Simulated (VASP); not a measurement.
Tb3Ag, 4 atoms in the cell. It takes space group Pm-3m (No. 221, cubic). Conventional cell: a = 4.832 Å, b = 4.832 Å, c = 4.832 Å, α = 90.00°, β = 90.00°, γ = 90.00°. Within 4.5 Å of Tb (site symmetry 4/mmm) lie 8 Tb at 3.42 Å and 4 Ag at 3.42 Å. Ag (site symmetry m-3m) has 12 Tb at 3.42 Å within 4.5 Å. 

| Item | Value |
| --- | --- |
| Program | VASP 6.6.1 |
| Task | single point |
| Functional | PBE |
| Potentials or basis | VASP PAW PBE potentials, release 64 (Tb, Ag) |
| Cutoff | 520 eV |
| k mesh | 6 × 6 × 6 |
| Occupations | fermi-dirac, width 0.05 eV |
| Spin | collinear spin, ferromagnetic start |
| Starting moments | [6.0, 6.0, 6.0, 0.0] μB |
| Dipole correction | no |
| Further INCAR settings | ALGO = Normal; EDIFF = 1e-06; NBANDS = 46 |

Potentials or basis: VASP PAW PBE potentials, release 64 (Tb, Ag).

Run with:

```bash
$ cat potpaw_PBE.64/Tb/POTCAR potpaw_PBE.64/Ag/POTCAR > POTCAR
$ mpirun -np 1 vasp_std > vasp.out
```

Hardware: 1 thread of Intel(R) Xeon(R) Platinum 8488C (Sapphire Rapids), with other jobs on the host.

Task: How long does it take, and how much memory?

Result: Wall time 15 min on 1 thread of Intel(R) Xeon(R) Platinum 8488C (Sapphire Rapids), with other jobs on the host, peak memory 0.37 GiB. Counts: scf iterations 92, k points 20.
